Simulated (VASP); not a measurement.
# Te (Fmmm) in VASP: further runs

Te is run at these levels: PBEsol; tasks: single point, relaxation of cell and atoms.

All numbers are computed with VASP 6.6.1; they aren't measurements. Logs are shortened: lines on timing, memory, paths and dates and some standing lists are left out, and cuts for length are marked.

## (1) The cell of the first run

The typed cell holds 1 atom: a = 4.386 Å, b = 4.385 Å, c = 2.968 Å, α = 70.25°, β = 70.20°, γ = 39.55°.

## (2) Single point, PBEsol

INCAR

```
  PREC = Accurate
  ENCUT = 520
  EDIFF = 1E-6
  ISMEAR = 0
  SIGMA = 0.1
  LREAL = F
  LASPH = T
  NELM = 80
  ALGO = Normal
  ISIF = 2
  LWAVE = F
  LCHARG = F
  GGA = PS
  NBANDS = 9
```

KPOINTS

```
regular mesh
0
Gamma
  20 20 20
```

POSCAR

```
Te
1.0
    0.0000000000      2.1000408871      3.8508937929
    2.0967360678      0.0000000000      3.8508937929
    2.0967360678      2.1000408871      0.0000000000
Te
1
Direct
    0.0000000000      0.0000000000      0.0000000000
```

Potentials or basis: VASP PAW PBE potentials, release 64 (Te).

On the command line:

```
cat potpaw_PBE.64/Te/POTCAR > POTCAR
mpirun -np 1 vasp_std > vasp.out
```

OUTCAR:

```text
PREC = Accurate
   ENCUT = 520
   EDIFF = 1E-6
   ISMEAR = 0
   LREAL = F
   LASPH = T
   NELM = 80
   ISIF = 2
   GGA = PS

 ion  position               nearest neighbor table
   1  0.000  0.000  0.000-

  LATTYP: Found a face centered orthorhombic cell.
 ALAT       =     4.1934721356
 B/A-ratio  =     1.0015761732
 C/A-ratio  =     1.8366135118

  Lattice vectors:

 A1 = (   0.0000000000,   2.1000408871,   3.8508937929)
 A2 = (   2.0967360678,   0.0000000000,   3.8508937929)
 A3 = (   2.0967360678,   2.1000408871,   0.0000000000)

Analysis of symmetry for initial positions (statically):
=====================================================================
 Subroutine PRICEL returns:
 Original cell was already a primitive cell.

 Routine SETGRP: Setting up the symmetry group for a
 face centered orthorhombic supercell.

 Subroutine GETGRP returns: Found  8 space group operations
 (whereof  8 operations were pure point group operations)
 out of a pool of  8 trial point group operations.

The static configuration has the point symmetry D_2h.

Analysis of symmetry for dynamics (positions and initial velocities):
=====================================================================
 Subroutine PRICEL returns:
 Original cell was already a primitive cell.

 Routine SETGRP: Setting up the symmetry group for a
 face centered orthorhombic supercell.

 Subroutine GETGRP returns: Found  8 space group operations
 (whereof  8 operations were pure point group operations)
 out of a pool of  8 trial point group operations.

The dynamic configuration has the point symmetry D_2h.

 Subroutine INISYM returns: Found  8 space group operations
 (whereof  8 operations are pure point group operations),
 and found     1 'primitive' translations

----------------------------------------------------------------------------------------

                                     Primitive cell

  volume of cell :      33.9128

  direct lattice vectors                    reciprocal lattice vectors
     0.000000000  2.100040887  3.850893793    -0.238465874  0.238090602  0.129839987
     2.096736068  0.000000000  3.850893793     0.238465874 -0.238090602  0.129839987
     2.096736068  2.100040887  0.000000000     0.238465874  0.238090602 -0.129839987

  length of vectors
     4.386291683  4.384710383  2.967570364     0.361125367  0.361125367  0.361125367

  position of ions in fractional coordinates (direct lattice)
     0.000000000  0.000000000  0.000000000

  ion indices of the primitive-cell ions
   primitive index   ion index
                 1           1

----------------------------------------------------------------------------------------

 KPOINTS: regular mesh

Automatic generation of k-mesh.
 Grid dimensions read from file:
 generate k-points for:   20   20   20

 Generating k-lattice:

  Cartesian coordinates                     Fractional coordinates (reciprocal lattice)
    -0.011923294  0.011904530  0.006491999     0.050000000  0.000000000 -0.000000000
     0.011923294 -0.011904530  0.006491999     0.000000000  0.050000000  0.000000000
     0.011923294  0.011904530 -0.006491999    -0.000000000 -0.000000000  0.050000000

  Length of vectors
     0.018056268  0.018056268  0.018056268

  Shift w.r.t. Gamma in fractional coordinates (k-lattice)
     0.000000000  0.000000000  0.000000000

 Subroutine IBZKPT returns following result:
 ===========================================

 Found   1166 irreducible k-points:

 Following reciprocal coordinates:
            Coordinates               Weight
  0.000000  0.000000  0.000000      1.000000
  0.050000 -0.000000 -0.000000      8.000000
  0.100000 -0.000000  0.000000      8.000000
  0.150000  0.000000  0.000000      8.000000
  0.200000 -0.000000  0.000000      8.000000
  0.250000  0.000000  0.000000      8.000000
[... 16 lines left out ...]
 -0.400000  0.050000 -0.000000      8.000000
 -0.350000  0.050000  0.000000      8.000000
 [... further k-points ...]
   k-points           NKPTS =   1166   k-points in BZ     NKDIM =   1166   number of bands    NBANDS=      9
   number of dos      NEDOS =    301   number of ions     NIONS =      1
   total plane-waves  NPLWV =  31104
   dimension x,y,z NGX =    36 NGY =   36 NGZ =   24
   dimension x,y,z NGXF=    72 NGYF=   72 NGZF=   48
   ions per type =               1
   NGX,Y,Z   is equivalent  to a cutoff of  13.64, 13.65, 13.45 a.u.
   NGXF,Y,Z  is equivalent  to a cutoff of  27.29, 27.30, 26.89 a.u.
 SYSTEM =  unknown system
   PREC   = accura    normal or accurate (medium, high low for compatibility)
   ISTART =      0    job   : 0-new  1-cont  2-samecut
   ICHARG =      2    charge: 1-file 2-atom 10-const
   ISPIN  =      1    spin polarized calculation?
   LNONCOLLINEAR =      F non collinear calculations
   LSORBIT =      F    spin-orbit coupling
   LASPH  =      T    aspherical Exc in radial PAW
   ENCUT  =  520.0 eV  38.22 Ry    6.18 a.u.   8.16  8.15  5.52*2*pi/ulx,y,z
   NELM   =     80;   NELMIN=  2; NELMDL= -5     # of ELM steps
   EDIFF  = 0.1E-05   stopping-criterion for ELM
   LREAL  =      F    real-space projection
[... 7 lines left out ...]
   TEBEG  =    0.0;   TEEND  =   0.0 temperature during run
   PSTRESS=    0.0 pullay stress
   NELECT =       6.0000    total number of electrons
   NUPDOWN=      -1.0000    fix difference up-down
   EMIN   =  10.00;   EMAX   =-10.00  energy-range for DOS
   EFERMI =   0.00;   METHOD = LEGACY
   ISMEAR =     0;   SIGMA  =   0.10  broadening in eV -4-tet -1-fermi 0-gaus
   EFERMI_NEDOS =   21; number of points for ismear=-14 and -15
   IALGO  =     38    algorithm
   IMIX   =      4    mixing-type and parameters
     AMIX     =   0.40;   BMIX     =  1.00
     AMIX_MAG =   1.60;   BMIX_MAG =  1.00
  volume/ion in A,a.u.               =      33.91       228.85
  Fermi-wavevector in a.u.,A,eV,Ry     =   0.919047  1.736746 11.492117  0.844647
  Thomas-Fermi vector in A             =   2.044197
   LORBIT       =      0    0 simple, 1 ext, 2 COOP (PROOUT), +10 PAW based schemes
   GGA     = PS    functional components
   LHFCALC =     F    Hartree Fock is set to
   AEXX    =    0.0000 exact exchange contribution
   IVDW    =     0    specifies the selected vdW correction
   LEPSILON=     F    determine dielectric tensor
   LRPA    =     F    only Hartree local field effects (RPA)
 non-spin polarized calculation
 Gauss-broadening in eV      SIGMA  =   0.10
  energy-cutoff  :      520.00
  volume of cell :       33.91
 maximum number of plane-waves:       946
 NGX is ok and might be reduce to    36
   NGX = 17   NGY = 17   NGZ = 11

 number of electron       6.0000000 magnetization

 Free energy of the ion-electron system (eV)
  ---------------------------------------------------
  ext. energy  EPLUGINS =         0.00000000
  ---------------------------------------------------
  free energy    TOTEN  =        -3.35247390 eV

  energy without entropy =       -3.34928867  energy(sigma->0) =       -3.35088128

 E-fermi :   5.4262     XC(G=0):  -9.2068

 val. band max:        5.4213582880   @ k =  -0.1000   0.2000   0.3000
 cond. band min:       5.4265108786   @ k =  -0.4000   0.4000   0.2000
 fundamental gap:      0.0051525906
 Fermi energy:         5.4262232636

 k-point     1 :       0.0000    0.0000    0.0000
  band No.  band energies     occupation
      1      -8.1177      2.00000
      2       3.7121      2.00000
      3       9.0291      0.00000
      4       9.0368      0.00000
      5       9.1948      0.00000
      6      13.4985      0.00000
      7      15.6663      0.00000
      8      18.5120      0.00000
      9      18.8404      0.00000

 k-point     2 :       0.0500   -0.0000   -0.0000
  band No.  band energies     occupation
      1      -8.0757      2.00000
      2       3.7145      2.00000
      3       8.5461      0.00000
      4       9.0683      0.00000
      5       9.2838      0.00000
      6      13.7843      0.00000
      7      15.9308      0.00000
      8      17.3310      0.00000
      9      18.7419      0.00000

 k-point     3 :       0.1000   -0.0000    0.0000
  band No.  band energies     occupation
      1      -7.9503      2.00000
      2       3.7244      2.00000
      3       7.4518      0.00000
      4       9.1727      0.00000
      5       9.5324      0.00000
      6      14.2299      0.00000
      7      15.9584      0.00000
      8      16.8126      0.00000
      9      18.9136      0.00000

 k-point     4 :       0.1500    0.0000    0.0000
  band No.  band energies     occupation
      1      -7.7432      2.00000
      2       3.7470      2.00000
      3       6.1563      0.00000
      4       9.3419      0.00000
      5       9.9230      0.00000
      6      14.5451      0.00000
      7      14.7447      0.00000
      8      18.1198      0.00000
      9      19.2043      0.00000

 k-point     5 :       0.2000   -0.0000    0.0000
  band No.  band energies     occupation
      1      -7.4581      2.00000
      2       3.7786      2.00000
      3       4.8426      2.00000
      4       9.5678      0.00000
      5      10.4085      0.00000
      6      13.6768      0.00000
      7      14.8221      0.00000
      8      19.4280      0.00000
      9      19.7484      0.00000

 k-point     6 :       0.2500    0.0000    0.0000
  band No.  band energies     occupation
      1      -7.1014      2.00000
      2       3.4394      2.00000
      3       3.9689      2.00000
      4       9.8377      0.00000
      5      10.8386      0.00000
      6      12.9307      0.00000
      7      15.1034      0.00000
      8      19.9933      0.00000
      9      20.0592      0.00000
[... 169 lines left out ...]
 k-point    21 :       0.5000    0.0500    0.0000
  band No.  band energies     occupation
      1      -5.4149      2.00000
      2      -0.3260      2.00000
      3       4.1870      2.00000
      4       9.6914      0.00000
      5      10.8517      0.00000
      6      16.2333      0.00000
      7      16.3722      0.00000
      8      18.0871      0.00000
      9      18.4874      0.00000

 k-point    22 :      -0.4500    0.0500   -0.0000
  band No.  band energies     occupation
      1      -5.3005      2.00000
      2      -0.5272      2.00000
      3       4.3471      2.00000
      4       9.5086      0.00000
      5      10.9325      0.00000
      6      15.6311      0.00000
      7      16.8679      0.00000
      8      17.9666      0.00000
      9      18.3425      0.00000

 k-point    23 :      -0.4000    0.0500   -0.0000
  band No.  band energies     occupation
      1      -5.4632      2.00000
      2      -0.2681      2.00000
      3       4.4429      2.00000
      4       9.5530      0.00000
      5      10.8820      0.00000
      6      14.5998      0.00000
      7      16.7203      0.00000
      8      18.3478      0.00000
      9      18.4602      0.00000

 k-point    24 :      -0.3500    0.0500    0.0000
  band No.  band energies     occupation
      1      -5.8268      2.00000
      2       0.3737      2.00000
      3       4.4623      2.00000
      4       9.8252      0.00000
      5      10.7123      0.00000
      6      13.5693      0.00000
      7      16.3124      0.00000
      8      18.8135      0.00000
      9      19.0392      0.00000

 [... further k-points ...]
[... 5 lines left out ...]
  --------------------------------------------------------------------------------------
  -------------------------------------------------------------------------------------
  Total        0.0136713      0.0119524      0.0038186     -0.0000000      0.0000000      0.0000000
  in kB        0.6458886      0.5646791      0.1804063     -0.0000000      0.0000000      0.0000000
  external PRESSURE =       0.4636580 kB  Pullay stress =       0.0000000 kB

 VOLUME and BASIS-vectors are now :
 -----------------------------------------------------------------------------
  energy-cutoff  :      520.00
  volume of cell :       33.91
      direct lattice vectors                 reciprocal lattice vectors
     0.000000000  2.100040887  3.850893793    -0.238465874  0.238090602  0.129839987
     2.096736068  0.000000000  3.850893793     0.238465874 -0.238090602  0.129839987
     2.096736068  2.100040887  0.000000000     0.238465874  0.238090602 -0.129839987

 POSITION                                       TOTAL-FORCE (eV/Angst)
 -----------------------------------------------------------------------------------
      0.00000      0.00000      0.00000         0.000000     -0.000000      0.000000
 -----------------------------------------------------------------------------------
    total drift:                                0.000000      0.000000      0.000000

  FREE ENERGIE OF THE ION-ELECTRON SYSTEM (eV)
  ---------------------------------------------------
  free  energy   TOTEN  =        -3.3524738970 eV

  energy  without entropy=       -3.3492886655  energy(sigma->0) =       -3.35088128
```

Wall time 1.8 min (1 thread of Intel Xeon 6975P-C (Granite Rapids), shared host); peak memory 0.47 GiB.

Results:

* Free energy: -3.3525 eV
* Pressure: 0.0 GPa
* Band gap on the k mesh: zero (bands 3 and 4 overlap by 5.36 eV)

Caveat: the PAW data sets were made with another functional, which shifts forces and pressure a little; spin-orbit coupling is left out, which moves the levels of the heavy elements.

## (3) Relaxation of cell and atoms, PBEsol

This run uses another cell than the first one, of 33.20 Å³/atom.

INCAR

```
PREC     = Accurate       # precision mode
ENCUT    = 600            # plane-wave cutoff, eV
EDIFF    = 1E-7           # SCF threshold, eV
ISMEAR   = 0              # smearing method
SIGMA    = 0.1            # smearing width, eV
LREAL    = F              # projectors in reciprocal space
LASPH    = T              # aspherical terms in the spheres
NELM     = 80             # most SCF steps
ALGO     = Normal         # electronic algorithm
ISIF     = 3              # what is computed and relaxed
LWAVE    = F              # write WAVECAR
LCHARG   = F              # write CHGCAR
GGA      = PS             # functional
IBRION   = 2              # ionic algorithm
NSW      = 100            # ionic steps
EDIFFG   = -0.01          # ionic threshold
```

KPOINTS is that of step 2.

POSCAR

```
Te
1.0
    0.0000000000      2.1104763859      3.7684651088
    2.0869316872      0.0000000000      3.7684651088
    2.0869316872      2.1104763859      0.0000000000
Te
1
Direct
    0.0000000000      0.0000000000      0.0000000000
```

Potentials or basis: VASP PAW PBE potentials, release 64 (Te).

On the command line:

```
cat potpaw_PBE.64/Te/POTCAR > POTCAR
mpirun -np 1 vasp_std > vasp.out
```

Run time: 39 min. Hardware: 1 thread of Intel Xeon 8259CL, shared host; peak memory 0.48 GiB.

Results (log left out):

```yaml
Free_energy: -3.3525 eV
Relaxed_volume: 33.95 Å³/atom
Relaxed_cell: a = 4.391 Å, b = 4.384 Å, c = 2.969 Å, α = 70.35°, β = 70.10°, γ = 39.55°
Space_group_after_relaxing_to_0.1_Å: I4/mmm (No. 139)
Energy_gained_by_relaxing: 0.9 meV/atom
Ionic_steps: 9
Pressure_after_relaxing: 0.0 GPa
Band_gap_on_the_k_mesh: zero (bands 3 and 4 overlap by 5.36 eV)
```

Step by step:
| step | energy change (eV) | largest force (eV/Å) | pressure (GPa) | volume (Å³) |
| --- | --- | --- | --- | --- |
| 1 | 0.0000 | 0.0000 | 0.18 | 33.20 |
| 2 | -0.0003 | 0.0000 | 0.05 | 33.38 |
| 3 | -0.0005 | 0.0000 | -0.21 | 33.74 |
| 4 | -0.0007 | 0.0000 | -0.14 | 33.77 |
| 5 | -0.0008 | 0.0000 | -0.02 | 33.83 |
| 6 | -0.0007 | 0.0000 | 0.22 | 33.94 |
| 7 | -0.0009 | 0.0000 | 0.04 | 33.86 |
| 8 | -0.0009 | 0.0000 | 0.03 | 33.88 |
| 9 | -0.0009 | 0.0000 | -0.01 | 33.95 |

Final structure:
```
Te
1.0
     0.00000    2.10610    3.85275
     2.09212    0.00000    3.85275
     2.09212    2.10610    0.00000
Te
1
Cartesian
  0.0000 0.0000 0.0000
```

Levels at points of the mesh, in eV from the Fermi level:
| k point | band 1 | band 2 | band 3 | band 4 | band 5 | band 6 | band 7 |
| --- | --- | --- | --- | --- | --- | --- | --- |
| (0.00, 0.00, 0.00) | -13.54 | -1.71 | 3.59 | 3.62 | 3.77 | 8.07 | 10.23 |
| (0.50, 0.00, 0.00) | -10.72 | -5.95 | -1.05 | 3.99 | 5.50 | 10.86 | 11.04 |
| (0.50, 0.50, 0.00) | -13.12 | -4.71 | 3.24 | 3.27 | 7.53 | 8.92 | 12.06 |
| (0.50, 0.00, 0.50) | -7.88 | -4.09 | -3.62 | 1.07 | 3.01 | 5.98 | 9.97 |
| (0.00, 0.50, 0.50) | -7.87 | -4.00 | -3.71 | 1.02 | 3.00 | 5.88 | 10.09 |

Caveat: the PAW data sets were made with another functional, which shifts forces and pressure a little; spin-orbit coupling is left out, which moves the levels of the heavy elements.
